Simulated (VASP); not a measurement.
Write the native input for VASP 6.6.1 that does the following.

```yaml
Task: electric field gradients
Functional: PBEsol
Potentials_or_basis: VASP PAW PBE potentials, release 64 (Ti_sv)
Cutoff: 520 eV
k_mesh: 14 × 14 × 8
Occupations: fermi-dirac, width 0.05 eV
Spin: no spin polarisation
Dipole_correction: no
Further_INCAR_settings: ALGO = Normal; EDIFF = 1e-08; NBANDS = 19
```

The structure of Ti lies in POSCAR:

```
Ti
1.0
    2.9597985897      0.0000000000      0.0000000000
   -1.4798992949      2.5632607688      0.0000000000
    0.0000000000      0.0000000000      4.7015682207
Ti
2
Direct
    0.3333333333      0.6666666667      0.2500000000
    0.6666666667      0.3333333333      0.7500000000
```

This cell differs from its parent crystal: volume scaled by 1.01.

One way to write it, as run:

INCAR

```
PREC = Accurate
ENCUT = 520
EDIFF = 1E-8
ISMEAR = -1
SIGMA = 0.05
LREAL = F
LASPH = T
NELM = 60
ALGO = Normal
ISIF = 2
LWAVE = F
LCHARG = F
GGA = PS
LEFG = T
NBANDS = 19
```

KPOINTS

```
regular mesh
0
Gamma
  14 14 8
```

Potentials or basis: VASP PAW PBE potentials, release 64 (Ti_sv).

Launch:

```bash
$ cat potpaw_PBE.64/Ti_sv/POTCAR > POTCAR
$ mpirun -np 1 vasp_std > vasp.out
```

It gave:

```json
{
 "Pressure": "-7.0 GPa",
 "Band gap on the k mesh": "zero (band 12 reaches 8.69 eV, above the bottom of band 13 at 7.67 eV)"
}
```

Caveat: without QUAD_EFG the Cq values of the log hold for a quadrupole moment of 1 mb, not for the nuclei; the PAW data sets were made with another functional, which shifts forces and pressure a little.

It took 78 s on 1 thread of Intel(R) Xeon(R) Platinum 8375C CPU @ 2.90GHz (Ice Lake), on a shared host, peak memory 0.2 GiB.
